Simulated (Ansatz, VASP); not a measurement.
**Ir in VASP and in Ansatz**

INCAR

```
ALGO = Normal
EDIFF = 1E-8
ENCUT = 520
GGA = PS
ISIF = 2
ISMEAR = -1
LASPH = True
LCHARG = False
LEFG = True
LREAL = False
LWAVE = False
NBANDS = 10
NELM = 100
PREC = Accurate
SIGMA = 0.05
```

KPOINTS

```
k-points
0
Gamma
  18 18 18
```

Contents of POSCAR:

```
Ir
1.0
   -0.0383940000      1.9005030000      1.9005030000
    1.9005030000     -0.0383940000      1.9005030000
    1.9005030000      1.9005030000     -0.0383940000
Ir
1
Direct
    0.0000000000      0.0000000000      0.0000000000
```

Input for Ansatz:

```yaml
crystal:
  lattice:
    - [-0.038394, 1.900503, 1.900503]
    - [1.900503, -0.038394, 1.900503]
    - [1.900503, 1.900503, -0.038394]
  atoms:
    - { symbol: Ir, position: [0.0, 0.0, 0.0] }
kpoints:
  mp_grid: { grid: [18, 18, 18] }
scf:
  occupations: { method: fermi_dirac, width: 0.05 }
hamiltonian:
  xc: pbesol
  pseudopotentials: { kind: all_electron, datasets: crystal }
output:
  forces: true
  stress: true
  eigenvalues: true
  efg: { contact_densities: true }
```

Change from the starting cell: equal xy, yz and zx shear strains of -2 %, crystal datasets.

Alike in both runs: task electric field gradients; functional PBEsol; k mesh 18 × 18 × 18; occupations fermi-dirac, width 0.05 eV; no spin polarisation.

|  | VASP | Ansatz |
| --- | --- | --- |
| version | VASP 6.6.1 | Ansatz 0.2.0 |
| potentials or method | VASP PAW PBE potentials, release 64 (Ir), cutoff 520 eV | all-electron PAW with datasets made for the crystal, scalar-relativistic |

|  | VASP | Ansatz | Ansatz less VASP |
| --- | --- | --- | --- |
| pressure (GPa) | -1.1 | -2.1 | -0.99 |
| traceless stress, the component that is largest in VASP (GPa) | 5.42 | 5.41 | -0.017 |
| size of Vzz on the site where it differs most (V/Å²) | 46.5 | 31.1 | -15.38 |

VASP's potentials were made for PBE, not for PBEsol. Ansatz ran all-electron here, and VASP with PAW potentials.

Spin-orbit coupling is off throughout.
